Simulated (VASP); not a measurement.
# Li2Sb3 (P-3m1) in VASP: further runs

The runs below take Li2Sb3 through single point, relaxation of cell and atoms, with PBE.

Program: VASP 6.6.1. These are calculated values, not measurements. Logs are shortened: lines on timing, memory, paths and dates and some standing lists are left out, and cuts for length are marked.

**1. The cell of the first run**

Symmetry: P-3m1, No. 164, trigonal system. The conventional cell has a = 4.277 Å, b = 4.277 Å, c = 6.655 Å, α = 90.00°, β = 90.00°, γ = 120.00°. Li (site symmetry 3m) has 7 Sb at 2.58 to 2.96 Å within 3.4 Å. Within 3.9 Å of Sb (site symmetry -3m) lie 6 Li at 2.96 Å and 6 Sb at 3.42 Å. Within 3.4 Å of Sb (site symmetry 3m) lie 4 Li at 2.58 to 2.66 Å and 3 Sb at 3.13 Å.

**2. Single point, PBE**

INCAR

```
PREC = Accurate
ENCUT = 520
EDIFF = 1E-6
ISMEAR = 0
SIGMA = 0.1
LREAL = False
LASPH = True
NELM = 80
ALGO = Normal
ISIF = 2
LWAVE = False
LCHARG = True
GGA = PE
LELF = True
LVHAR = True
NBANDS = 18
```

KPOINTS

```
Automatic mesh
0
Gamma
  6 6 4
```

POSCAR

```
Li2Sb3
1.0
    4.2773206768      0.0000000000      0.0000000000
   -2.1386603384      3.7042683662      0.0000000000
    0.0000000000      0.0000000000      6.6548161798
Li Sb
2 3
Direct
    0.3333333333      0.6666666667      0.2450000000
    0.6666666667      0.3333333333      0.7550000000
    0.0000000000      0.0000000000      0.0000000000
    0.3333333333      0.6666666667      0.6450000000
    0.6666666667      0.3333333333      0.3550000000
```

Potentials or basis: VASP PAW PBE potentials, release 64 (Li_sv, Sb).

On the command line:

```
cat potpaw_PBE.64/Li_sv/POTCAR potpaw_PBE.64/Sb/POTCAR > POTCAR
mpirun -np 1 vasp_std > vasp.out
```

OUTCAR:

```text
PREC = Accurate
   ENCUT = 520
   EDIFF = 1E-6
   ISMEAR = 0
   LREAL = False
   LASPH = True
   NELM = 80
   ISIF = 2
   GGA = PE

 ion  position               nearest neighbor table
   1  0.333  0.667  0.245-   5 2.58   5 2.58   5 2.58   4 2.66   3 2.96   3 2.96   3 2.96
   2  0.667  0.333  0.755-   4 2.58   4 2.58   4 2.58   5 2.66   3 2.96   3 2.96   3 2.96
   3  0.000  0.000  0.000-   1 2.96   2 2.96   1 2.96   2 2.96   2 2.96   1 2.96   4 3.42   5 3.42
                             5 3.42   4 3.42   5 3.42   4 3.42
   4  0.333  0.667  0.645-   2 2.58   2 2.58   2 2.58   1 2.66   5 3.13   5 3.13   5 3.13   3 3.42
                             3 3.42   3 3.42
   5  0.667  0.333  0.355-   1 2.58   1 2.58   1 2.58   2 2.66   4 3.13   4 3.13   4 3.13   3 3.42
                             3 3.42   3 3.42

  LATTYP: Found a hexagonal cell.
 ALAT       =     4.2773206768
 C/A-ratio  =     1.5558375634

  Lattice vectors:

 A1 = (   4.2773206768,   0.0000000000,   0.0000000000)
 A2 = (  -2.1386603384,   3.7042683662,   0.0000000000)
 A3 = (   0.0000000000,   0.0000000000,   6.6548161798)

Analysis of symmetry for initial positions (statically):
=====================================================================
 Subroutine PRICEL returns:
 Original cell was already a primitive cell.

 Routine SETGRP: Setting up the symmetry group for a
 hexagonal supercell.

 Subroutine GETGRP returns: Found 12 space group operations
 (whereof 12 operations were pure point group operations)
 out of a pool of 24 trial point group operations.

The static configuration has the point symmetry D_3d.

Analysis of symmetry for dynamics (positions and initial velocities):
=====================================================================
 Subroutine PRICEL returns:
 Original cell was already a primitive cell.

 Routine SETGRP: Setting up the symmetry group for a
 hexagonal supercell.

 Subroutine GETGRP returns: Found 12 space group operations
 (whereof 12 operations were pure point group operations)
 out of a pool of 24 trial point group operations.

The dynamic configuration has the point symmetry D_3d.

 Subroutine INISYM returns: Found 12 space group operations
 (whereof 12 operations are pure point group operations),
 and found     1 'primitive' translations

----------------------------------------------------------------------------------------

[... 98 lines left out ...]
   LREAL  =      F    real-space projection
   EDIFFG = 0.1E-04   stopping-criterion for IOM
   NSW    =      0    number of steps for IOM
   IBRION =     -1    ionic relax: 0-MD 1-quasi-New 2-CG
   NFREE  =      0    steps in history (QN), initial steepest desc. (CG)
   ISIF   =      2    stress and relaxation
   ISYM   =      2    0-nonsym 1-usesym 2-fastsym
   POTIM  = 0.5000    time-step for ionic-motion
   TEBEG  =    0.0;   TEEND  =   0.0 temperature during run
   PSTRESS=    0.0 pullay stress
   NELECT =      21.0000    total number of electrons
   NUPDOWN=      -1.0000    fix difference up-down
   EMIN   =  10.00;   EMAX   =-10.00  energy-range for DOS
   EFERMI =   0.00;   METHOD = LEGACY
   ISMEAR =     0;   SIGMA  =   0.10  broadening in eV -4-tet -1-fermi 0-gaus
   EFERMI_NEDOS =   21; number of points for ismear=-14 and -15
   IALGO  =     38    algorithm
   IMIX   =      4    mixing-type and parameters
     AMIX     =   0.40;   BMIX     =  1.00
     AMIX_MAG =   1.60;   BMIX_MAG =  1.00
  volume/ion in A,a.u.               =      21.09       142.31
  Fermi-wavevector in a.u.,A,eV,Ry     =   0.956044  1.806661 12.435996  0.914020
  Thomas-Fermi vector in A             =   2.084936
   LORBIT       =      0    0 simple, 1 ext, 2 COOP (PROOUT), +10 PAW based schemes
   GGA     = PE    functional components
   LHFCALC =     F    Hartree Fock is set to
   AEXX    =    0.0000 exact exchange contribution
   IVDW    =     0    specifies the selected vdW correction
   LEPSILON=     F    determine dielectric tensor
   LRPA    =     F    only Hartree local field effects (RPA)
 non-spin polarized calculation
 Gauss-broadening in eV      SIGMA  =   0.10
  energy-cutoff  :      520.00
  volume of cell :      105.44
 maximum number of plane-waves:      2868
   NGX = 15   NGY = 15   NGZ = 25

 number of electron      21.0000007 magnetization

 Free energy of the ion-electron system (eV)
  ---------------------------------------------------
  ext. energy  EPLUGINS =         0.00000000
  ---------------------------------------------------
  free energy    TOTEN  =       -16.60931217 eV

  energy without entropy =      -16.59534349  energy(sigma->0) =      -16.60232783

 E-fermi :   6.8836     XC(G=0):  -9.6720

 val. band max:        6.8519713576   @ k =  -0.1667   0.5000   0.2500
 cond. band min:       6.8991344590   @ k =   0.1667  -0.0000   0.0000
 fundamental gap:      0.0471631014
 Fermi energy:         6.8836399709

 k-point     1 :       0.0000    0.0000    0.0000
  band No.  band energies     occupation
      1     -39.3912      2.00000
      2     -39.3902      2.00000
      3      -5.0431      2.00000
      4      -2.2252      2.00000
      5      -1.5083      2.00000
      6       5.3946      2.00000
[... 481 lines left out ...]
      5      -1.9045      2.00000
      6       1.8619      2.00000
[... 10 lines left out ...]
     17      12.7564      0.00000
     18      13.7941      0.00000

------------------------ aborting loop because EDIFF is reached ----------------------------------------

  FORCE on cell =-STRESS in cart. coord.  units (eV):
  Direction    XX          YY          ZZ          XY          YZ          ZX
  --------------------------------------------------------------------------------------
  -------------------------------------------------------------------------------------
  Total        5.1076313      5.1076313      3.0351608      0.0000000      0.0000000      0.0000000
  in kB       77.6103791     77.6103791     46.1192221      0.0000000      0.0000000      0.0000000
  external PRESSURE =      67.1133268 kB  Pullay stress =       0.0000000 kB

 VOLUME and BASIS-vectors are now :
 -----------------------------------------------------------------------------
  energy-cutoff  :      520.00
  volume of cell :      105.44
      direct lattice vectors                 reciprocal lattice vectors
     4.277320677  0.000000000  0.000000000     0.233791215  0.134979421  0.000000000
    -2.138660338  3.704268366  0.000000000     0.000000000  0.269958842  0.000000000
     0.000000000  0.000000000  6.654816180     0.000000000  0.000000000  0.150267111

 POSITION                                       TOTAL-FORCE (eV/Angst)
 -----------------------------------------------------------------------------------
     -0.00000      2.46951      1.63043         0.000000      0.000000     -1.137318
      2.13866      1.23476      5.02439        -0.000000     -0.000000      1.137318
      0.00000      0.00000      0.00000         0.000000      0.000000      0.000000
     -0.00000      2.46951      4.29236        -0.000000      0.000000      0.318091
      2.13866      1.23476      2.36246        -0.000000     -0.000000     -0.318091
 -----------------------------------------------------------------------------------
    total drift:                               -0.000000      0.000000      0.000000

  FREE ENERGIE OF THE ION-ELECTRON SYSTEM (eV)
  ---------------------------------------------------
  free  energy   TOTEN  =       -16.6093121669 eV

  energy  without entropy=      -16.5953434930  energy(sigma->0) =      -16.60232783
```

Run time: 24 s. Hardware: 1 thread of Oxide Virtual Turin-like, shared host; peak memory 0.19 GiB.

What came out:

```yaml
Free_energy: -16.6093 eV
Largest_force: 1.137 eV/Å
```

Forces in eV/Å, atoms in the order of the input:
```
Li   0.000  0.000 -1.137
Li   0.000  0.000  1.137
Sb   0.000  0.000  0.000
Sb   0.000  0.000  0.318
Sb   0.000  0.000 -0.318
```

Levels at points of the mesh, in eV from the Fermi level:
```tsv
k point	band 7	band 8	band 9	band 10	band 11	band 12	band 13	band 14	band 15	band 16
(0.00, 0.00, 0.00)	-1.49	-0.90	-0.78	-0.32	-0.32	1.47	1.47	2.11	4.21	4.77
(0.50, 0.00, 0.00)	-4.08	-3.50	-3.31	0.16	0.33	0.61	0.86	2.38	3.91	6.09
(0.00, 0.00, 0.50)	-1.47	-1.47	0.24	0.24	0.58	0.58	0.89	1.78	2.94	3.41
(0.50, 0.00, 0.50)	-2.80	-2.64	-2.33	-1.87	-0.77	0.51	2.83	2.86	3.15	4.39
```

Caveat: the cutoff is under 1.25 times the usual one of these potentials, so pressure, stress and relaxed cells hold a basis-set (Pulay) error; spin-orbit coupling is left out, which moves the levels of the heavy elements; forces of over 1 eV/Å act on the atoms, so gaps and moduli don't describe the material at rest.

**3. Single point, PBE**

This run uses another cell than the first one, of 23.34 Å³/atom, 1.107 times its volume.

INCAR

```
  PREC = Accurate
  ENCUT = 520
  EDIFF = 1E-6
  ISMEAR = 0
  SIGMA = 0.1
  LREAL = False
  LASPH = True
  NELM = 100
  ALGO = Normal
  ISIF = 2
  LWAVE = False
  LCHARG = False
  GGA = PE
  NBANDS = 18
```

KPOINTS

```
regular mesh
0
Gamma
  6 6 4
```

POSCAR

```
Li2Sb3
1.0
    4.6646849968      0.0000000000      0.0000000000
   -2.3323424984      4.0397357079      0.0000000000
    0.0000000000      0.0000000000      6.1936634900
Li Sb
2 3
Direct
    0.3333333333      0.6666666667      0.1393176588
    0.6666666667      0.3333333333      0.8606823412
    0.0000000000      0.0000000000      0.0000000000
    0.3333333333      0.6666666667      0.6341258241
    0.6666666667      0.3333333333      0.3658741759
```

Potentials or basis: VASP PAW PBE potentials, release 64 (Li_sv, Sb).

On the command line:

```
cat potpaw_PBE.64/Li_sv/POTCAR potpaw_PBE.64/Sb/POTCAR > POTCAR
mpirun -np 1 vasp_std > vasp.out
```

Run time: 26 s. Hardware: 1 thread of Oxide Virtual Turin-like, shared host; peak memory 0.21 GiB.

Results (log left out):

| Quantity | Value |
| --- | --- |
| Free energy | -17.5439 eV |
| Largest force | 0.020 eV/Å |

Forces in eV/Å, atoms in the order of the input:
```
Li   0.000  0.000 -0.003
Li   0.000  0.000  0.003
Sb   0.000  0.000  0.000
Sb   0.000  0.000  0.020
Sb   0.000  0.000 -0.020
```

Levels at points of the mesh, in eV from the Fermi level:
```
           k point  band 9  band 10  band 11  band 12  band 13  band 14
(0.00, 0.00, 0.00)   -1.27    -1.27    -0.99     1.44     1.44     1.73
(0.50, 0.00, 0.00)   -2.88    -0.28     0.45     0.55     0.84     2.00
(0.00, 0.00, 0.50)   -0.69    -0.69    -0.37     0.23     0.23     0.75
(0.50, 0.00, 0.50)   -2.30    -2.27     0.20     1.30     2.75     3.09
```

Caveat: the cutoff is under 1.25 times the usual one of these potentials, so pressure, stress and relaxed cells hold a basis-set (Pulay) error; spin-orbit coupling is left out, which moves the levels of the heavy elements.

**4. Relaxation of cell and atoms, PBE**

INCAR

```
SYSTEM = Li2Sb3
PREC = Accurate
ENCUT = 600
EDIFF = 1E-7
ISMEAR = 0
SIGMA = 0.1
LREAL = .FALSE.
LASPH = .TRUE.
NELM = 60
ALGO = Normal
ISIF = 3
LWAVE = .FALSE.
LCHARG = .FALSE.
GGA = PE
IBRION = 2
NSW = 90
EDIFFG = -0.04
```

KPOINTS

```
Automatic mesh
0
G
  6 6 4
  0 0 0
```

POSCAR

```
Li2Sb3
1.0
    4.2773206768      0.0000000000      0.0000000000
   -2.1386603384      3.7042683662      0.0000000000
    0.0000000000      0.0000000000      6.6548161798
Li Sb
2 3
Direct
    0.3333333333      0.6666666667      0.2450000000
    0.6666666667      0.3333333333      0.7550000000
    0.0000000000      0.0000000000      0.0000000000
    0.3333333333      0.6666666667      0.6450000000
    0.6666666667      0.3333333333      0.3550000000
```

On the command line:

```
cat potpaw_PBE.64/Li_sv/POTCAR potpaw_PBE.64/Sb/POTCAR > POTCAR
mpirun -np 1 vasp_std > vasp.out
```

Run time: 13 min. Hardware: 1 thread of Oxide Virtual Turin-like, shared host; peak memory 0.25 GiB.

It converged, with:

```yaml
Free_energy: -17.5362 eV
Relaxed_volume: 23.40 Å³/atom
Relaxed_cell: a = 4.747 Å, b = 4.747 Å, c = 5.996 Å, α = 90.00°, β = 90.00°, γ = 120.00°
Space_group_after_relaxing_to_0.05_Å: P-3m1 (No. 164)
Energy_gained_by_relaxing: 185.3 meV/atom
Ionic_steps: 24
Pressure_after_relaxing: 0.0 GPa
Largest_force_after_relaxing: 0.038 eV/Å
```

Forces on the atoms (eV/Å):
```
Li   0.000  0.000 -0.015
Li   0.000  0.000  0.015
Sb   0.000  0.000  0.000
Sb   0.000  0.000  0.038
Sb   0.000  0.000 -0.038
```

Stress tensor (GPa, compression positive):
```
-0.06  0.00  0.00
 0.00 -0.06  0.00
 0.00  0.00  0.05
```

Step by step:
```tsv
step	energy change (eV)	largest force (eV/Å)	pressure (GPa)	volume (Å³)
1	0.0000	1.1365	6.69	105.44
2	-0.3950	0.6997	-0.04	119.44
3	-0.4062	0.6246	-1.11	122.77
4	-0.5066	0.6107	-1.04	122.06
5	-0.6946	0.5911	-0.39	119.51
6	-0.6764	0.6522	2.09	112.39
7	-0.7370	0.6701	0.64	116.43
8	-0.7300	0.6871	1.31	114.51
9	-0.7904	0.4571	0.68	115.51
10	-0.8140	0.1230	-0.04	116.91
11	-0.8153	0.1922	0.08	116.63
12	-0.8415	0.1834	0.11	116.59
13	-0.8834	0.1510	0.17	116.31
14	-0.8850	0.1440	0.20	116.21
15	-0.8890	0.1387	-0.01	116.74
16	-0.8957	0.1238	-0.61	118.35
17	-0.8984	0.1221	-0.55	118.17
18	-0.9059	0.1174	-0.36	117.60
19	-0.9166	0.1063	0.05	116.48
20	-0.9139	0.1765	1.08	114.25
21	-0.9199	0.0940	0.43	115.58
22	-0.9236	0.0660	0.28	116.06
23	-0.9257	0.0812	0.07	116.81
24	-0.9265	0.0384	-0.02	116.99
```

Final structure:
```xyz
5
Lattice="4.7467 0.0000 0.0000 -2.3734 4.1108 0.0000 0.0000 0.0000 5.9958" Properties=species:S:1:pos:R:3 pbc="T T T"
Li    0.0000    2.7405    0.8292
Li    2.3734    1.3703    5.1666
Sb    0.0000    0.0000    0.0000
Sb    0.0000    2.7405    3.8069
Sb    2.3734    1.3703    2.1889
```

Levels at points of the mesh, in eV from the Fermi level:
```tsv
k point	band 8	band 9	band 10	band 11	band 12	band 13	band 14
(0.00, 0.00, 0.00)	-1.99	-1.53	-1.53	-1.24	1.43	1.43	1.53
(0.50, 0.00, 0.00)	-3.63	-2.85	-0.26	0.31	0.46	0.82	1.88
(0.00, 0.00, 0.50)	-2.01	-0.87	-0.87	-0.63	0.02	0.02	0.43
(0.50, 0.00, 0.50)	-2.60	-2.37	-2.33	0.47	1.50	2.78	3.12
```

Caveat: the cutoff is under 1.25 times the usual one of these potentials, so pressure, stress and relaxed cells hold a basis-set (Pulay) error; spin-orbit coupling is left out, which moves the levels of the heavy elements.

**5. The runs side by side**

| task | cell | cutoff (eV) | gap on the mesh (eV) | largest force (eV/Å) |
| --- | --- | --- | --- | --- |
| single point | a = 4.277, b = 4.277, c = 6.655 Å, angles 90.0, 90.0, 120.0°, 5 atoms | 520 | none | 1.14 |
| single point | a = 4.665, b = 4.665, c = 6.194 Å, angles 90.0, 90.0, 120.0°, 5 atoms | 520 | none | 0.02 |
| relaxation of cell and atoms | relaxed from a = 4.277, b = 4.277, c = 6.655 Å, angles 90.0, 90.0, 120.0°, 5 atoms | 600 | none | 0.04 |

Alike in all rows: level PBE; potentials or basis VASP PAW PBE potentials, release 64 (Li_sv, Sb); no spin polarisation; k mesh 6 × 6 × 4; smearing gaussian 0.1 eV.

Caveats: the cutoff is under 1.25 times the usual one of these potentials, so pressure, stress and relaxed cells hold a basis-set (Pulay) error; spin-orbit coupling is left out, which moves the levels of the heavy elements; forces of over 1 eV/Å act on the atoms, so gaps and moduli don't describe the material at rest (some runs).

Total energies depend on the potentials used, so only differences within one code and one set of settings carry meaning.
